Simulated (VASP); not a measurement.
# TaN (P-6m2) in VASP: further runs, part 2 of 2

VASP 6.6.1.

### 3 Single point, PBEsol

This run uses another cell than the first one, of 10.56 Å³/atom.

Input file INCAR:

```
  PREC = Accurate
  ENCUT = 700
  EDIFF = 1E-6
  ISMEAR = -1
  SIGMA = 0.05
  LREAL = False
  LASPH = True
  NELM = 120
  ALGO = Normal
  ISIF = 2
  LWAVE = False
  LCHARG = True
  GGA = PS
  LELF = True
  LVHAR = True
  NBANDS = 16
  GGA_COMPAT = False
```

Input file KPOINTS:

```
Automatic mesh
0
Gamma
  9 9 8
```

Input file POSCAR:

```
TaN
1.0
    2.9086200000      0.0000000000      0.0000000000
   -1.4543100000      2.5189388099      0.0000000000
    0.0000000000      0.0000000000      2.8830000000
Ta N
1 1
Direct
    0.0000000000      0.0000000000      0.5000000000
    0.6666666667      0.3333333333      0.0000000000
```

Potentials or basis: VASP PAW PBE potentials, release 64 (Ta_sv_GW, N).

The run is started by

```bash
> cat potpaw_PBE.64/Ta_sv_GW/POTCAR potpaw_PBE.64/N/POTCAR > POTCAR
> mpirun -np 1 vasp_std > vasp.out
```

Run time: 20 s. Hardware: 1 thread of Intel Xeon 6975P-C (Granite Rapids), shared host; peak memory 0.18 GiB.

The run converged. Its results:

```
Free energy            : -26.3422 eV
Pressure               : 2.1 GPa
Band gap on the k mesh : zero (bands 9 and 10 overlap by 0.28 eV)
```

Stress tensor (GPa, compression positive):
```
 3.95  0.00  0.00
 0.00  3.95  0.00
 0.00  0.00 -1.70
```

Levels at points of the mesh, in eV from the Fermi level:
```csv
k point,band 6,band 7,band 8,band 9,band 10,band 11,band 12,band 13
"(0.00, 0.00, 0.00)",-4.65,-4.65,-4.42,-3.08,2.35,3.54,3.54,4.00
"(0.00, 0.00, 0.50)",-9.59,-3.81,-3.81,-0.20,-0.20,2.26,3.34,3.34
```

Caveat: the stress differs along the axes, from -2 to 4 GPa; the PAW data sets were made with another functional, which shifts forces and pressure a little; spin-orbit coupling is left out, which moves the levels of the heavy elements.

### 4 Single point, BLYP+D4

This run uses another cell than the first one, of 10.97 Å³/atom.

Input file INCAR:

```
SYSTEM = TaN
PREC     = Accurate       ! precision mode
ENCUT    = 700            ! plane-wave cutoff, eV
EDIFF    = 1E-6           ! SCF threshold, eV
ISMEAR   = 0              ! smearing method
SIGMA    = 0.1            ! smearing width, eV
LREAL    = .False.        ! projectors in reciprocal space
LASPH    = .True.         ! aspherical terms in the spheres
NELM     = 120            ! most SCF steps
ALGO     = Normal         ! electronic algorithm
ISIF     = 2              ! what is computed and relaxed
LWAVE    = .False.        ! write WAVECAR
LCHARG   = .False.        ! write CHGCAR
GGA      = B5             ! functional
ALDAX    = 1.0          
AGGAX    = 1.0          
AGGAC    = 1.0          
ALDAC    = 0.0          
IVDW     = 13             ! dispersion correction
VDW_S6   = 1.0          
VDW_S8   = 2.34076671   
VDW_A1   = 0.44488865   
VDW_A2   = 4.0933009    
NBANDS   = 16             ! bands
GGA_COMPAT= .False.
```

Input file KPOINTS:

```
regular mesh
0
Gamma
  10 10 9
  0 0 0
```

Input file POSCAR:

```
TaN
1.0
    2.9546548738      0.0000000000      0.0000000000
   -1.4773274369      2.5588061802      0.0000000000
    0.0000000000      0.0000000000      2.9031710619
Ta N
1 1
Direct
    0.0000000000      0.0000000000      0.5000000000
    0.6666666667      0.3333333333      0.0000000000
```

The run is started by

```bash
> cat potpaw_PBE.64/Ta_sv_GW/POTCAR potpaw_PBE.64/N/POTCAR > POTCAR
> mpirun -np 1 vasp_std > vasp.out
```

Wall time 41 s (1 thread of AMD EPYC 9R45 (Zen 5), shared host); peak memory 0.17 GiB.

It converged, with:

```
Free energy                : -24.1288 eV
Pressure                   : 0.8 GPa
Band gap on the k mesh     : zero (bands 9 and 10 overlap by 0.29 eV)
Dispersion energy per atom : -0.572 eV
```

Levels at points of the mesh, in eV from the Fermi level:
| k point | band 5 | band 6 | band 7 | band 8 | band 9 | band 10 | band 11 | band 12 | band 13 | band 14 |
| --- | --- | --- | --- | --- | --- | --- | --- | --- | --- | --- |
| (0.00, 0.00, 0.00) | -17.53 | -4.52 | -4.52 | -4.11 | -2.94 | 2.23 | 3.37 | 3.37 | 3.77 | 3.77 |
| (0.50, 0.00, 0.00) | -15.38 | -8.06 | -5.15 | -3.39 | -3.17 | 2.83 | 3.77 | 5.00 | 5.02 | 7.52 |

Caveat: the PAW data sets were made with another functional, which shifts forces and pressure a little; spin-orbit coupling is left out, which moves the levels of the heavy elements.

### 5 Single point, LDA

This run uses another cell than the first one, of 10.56 Å³/atom.

Input file INCAR:

```
ALGO     = Normal         # electronic algorithm
EDIFF    = 1E-6           # SCF threshold, eV
ENCUT    = 1330           # plane-wave cutoff, eV
GGA_COMPAT= False        
ISIF     = 2              # what is computed and relaxed
ISMEAR   = -1             # smearing method
LASPH    = True           # aspherical terms in the spheres
LCHARG   = False          # write CHGCAR
LREAL    = False          # projectors in reciprocal space
LWAVE    = False          # write WAVECAR
NBANDS   = 16             # bands
NELM     = 120            # most SCF steps
PREC     = Accurate       # precision mode
SIGMA    = 0.05           # smearing width, eV
```

Input file KPOINTS:

```
k-points
0
Gamma
  10 10 9
```

Input file POSCAR:

```
TaN
1.0
    2.9182812851      0.0000000000      0.0000000000
   -1.4591406425      2.5273057282      0.0000000000
    0.0000000000      0.0000000000      2.8636504237
Ta N
1 1
Direct
    0.0000000000      0.0000000000      0.5000000000
    0.6666666667      0.3333333333      0.0000000000
```

Potentials or basis: VASP PAW LDA potentials, release 64 (Ta_sv_GW, N_h).

The run is started by

```bash
> cat potpaw_LDA.64/Ta_sv_GW/POTCAR potpaw_LDA.64/N_h/POTCAR > POTCAR
> mpirun -np 1 vasp_std > vasp.out
```

Wall time 69 s (1 thread of Intel Xeon Platinum 8259CL at 2.50GHz (Skylake/Cascade Lake), shared host); peak memory 0.27 GiB.

Results (log left out):

* Free energy: -27.2276 eV
* Pressure: -3.4 GPa
* Band gap on the k mesh: zero (bands 9 and 10 overlap by 0.29 eV)

Stress tensor (GPa, compression positive):
```
-3.17  0.00  0.00
 0.00 -3.17  0.00
 0.00  0.00 -3.82
```

Levels at points of the mesh, in eV from the Fermi level:
```csv
k point,band 5,band 6,band 7,band 8,band 9,band 10,band 11,band 12,band 13,band 14
"(0.00, 0.00, 0.00)",-17.70,-4.67,-4.67,-4.32,-2.93,2.47,3.63,3.63,4.02,4.02
"(0.50, 0.00, 0.00)",-15.29,-8.38,-5.32,-3.59,-3.19,3.00,4.11,5.25,5.39,7.69
```

Caveat: the cell stands under tension; spin-orbit coupling is left out, which moves the levels of the heavy elements.

### 6 Single point, PBEsol+U

This run uses another cell than the first one, of 10.78 Å³/atom.

Input file INCAR:

```
SYSTEM = TaN
PREC = Accurate ; ENCUT = 700
EDIFF = 1E-6 ; ISMEAR = -1
SIGMA = 0.05 ; LREAL = .False.
LASPH = .True. ; NELM = 200
ALGO = Normal ; ISIF = 2
LWAVE = .False. ; LCHARG = .True.
LMAXMIX = 4 ; LDAU = .True.
LDAUTYPE = 2 ; LDAUL = 2 -1
LDAUU = 6 0 ; LDAUJ = 0 0
LDAUPRINT = 1 ; GGA = PS
LELF = .True. ; LVHAR = .True.
NBANDS = 16 ; GGA_COMPAT = .False.
```

Input file KPOINTS:

```
Automatic mesh
0
Gamma
  10 10 9
  0 0 0
```

Input file POSCAR:

```
TaN
1.0
    2.9380000000      0.0000000000      0.0000000000
   -1.4690000000      2.5443826363      0.0000000000
    0.0000000000      0.0000000000      2.8830000000
Ta N
1 1
Direct
    0.0000000000      0.0000000000      0.5000000000
    0.6666666667      0.3333333333      0.0000000000
```

Potentials or basis: VASP PAW PBE potentials, release 64 (Ta_sv_GW, N).

The run is started by

```bash
> cat potpaw_PBE.64/Ta_sv_GW/POTCAR potpaw_PBE.64/N/POTCAR > POTCAR
> mpirun -np 1 vasp_std > vasp.out
```

Run time: 43 s. Hardware: 1 thread of Intel Xeon Platinum 8259CL at 2.50GHz (Skylake/Cascade Lake), shared host; peak memory 0.2 GiB.

Results (log left out):

- Free energy: -21.0626 eV
- Pressure: 15.7 GPa
- Band gap on the k mesh: zero (bands 9 and 10 overlap by 0.35 eV)

Stress tensor (GPa, compression positive):
```
15.00  0.00  0.00
 0.00 15.00  0.00
 0.00  0.00 17.11
```

Levels at points of the mesh, in eV from the Fermi level:
| k point | band 5 | band 6 | band 7 | band 8 | band 9 | band 10 | band 11 | band 12 | band 13 | band 14 |
| --- | --- | --- | --- | --- | --- | --- | --- | --- | --- | --- |
| (0.00, 0.00, 0.00) | -18.48 | -4.96 | -4.96 | -4.65 | -3.61 | 1.30 | 3.31 | 3.31 | 4.50 | 4.50 |
| (0.50, 0.00, 0.00) | -16.05 | -9.07 | -5.47 | -3.82 | -3.82 | 3.45 | 3.77 | 5.13 | 5.32 | 6.37 |

Eigenvalues of the final occupation matrices:
| site | spin | trace | eigenvalues |
| --- | --- | --- | --- |
| site 1 d | 1 | 1.10 | 0.16 0.16 0.24 0.24 0.30 |
| site 1 d | 2 | 1.10 | 0.16 0.16 0.24 0.24 0.30 |

Caveat: the cell stands under pressure; the PAW data sets were made with another functional, which shifts forces and pressure a little; spin-orbit coupling is left out, which moves the levels of the heavy elements; U without spin polarisation on a metal has little footing.

### 7 Overview

```tsv
level	potentials or basis	U	cell	k mesh	cutoff (eV)	smearing	grid for exact exchange (PRECFOCK)	share of exact exchange	gap on the mesh (eV)	pressure (GPa)
PBE0	VASP PAW PBE potentials, release 64 (Ta_pv, N)	-	a = 2.898, b = 2.898, c = 2.844 Å, angles 90.0, 90.0, 120.0°, 2 atoms	6 × 6 × 6	520	fermi-dirac 0.05 eV	Normal	0.25	none	12.0
PBEsol	VASP PAW PBE potentials, release 64 (Ta_sv_GW, N)	-	a = 2.909, b = 2.909, c = 2.883 Å, angles 90.0, 90.0, 120.0°, 2 atoms	9 × 9 × 8	700	fermi-dirac 0.05 eV	-	-	none	2.1
BLYP+D4	VASP PAW PBE potentials, release 64 (Ta_sv_GW, N)	-	a = 2.955, b = 2.955, c = 2.903 Å, angles 90.0, 90.0, 120.0°, 2 atoms	10 × 10 × 9	700	gaussian 0.1 eV	-	-	none	0.8
LDA	VASP PAW LDA potentials, release 64 (Ta_sv_GW, N_h)	-	a = 2.918, b = 2.918, c = 2.864 Å, angles 90.0, 90.0, 120.0°, 2 atoms	10 × 10 × 9	1330	fermi-dirac 0.05 eV	-	-	none	-3.4
PBEsol+U	VASP PAW PBE potentials, release 64 (Ta_sv_GW, N)	Ta d U = 6.0 eV	a = 2.938, b = 2.938, c = 2.883 Å, angles 90.0, 90.0, 120.0°, 2 atoms	10 × 10 × 9	700	fermi-dirac 0.05 eV	-	-	none	15.7
```

Alike in all rows: task single point; no spin polarisation.

Caveats: some runs use coarse meshes; spin-orbit coupling is left out, which moves the levels of the heavy elements; the PAW data sets were made with another functional, which shifts forces and pressure a little (at least some runs); the stress differs along the axes, from -2 to 4 GPa (at least some runs); the cell stands under tension (at least some runs); the cell stands under pressure (at least some runs); U without spin polarisation on a metal has little footing (at least some runs).

Absolute energies hang on the potentials; compare differences alone.
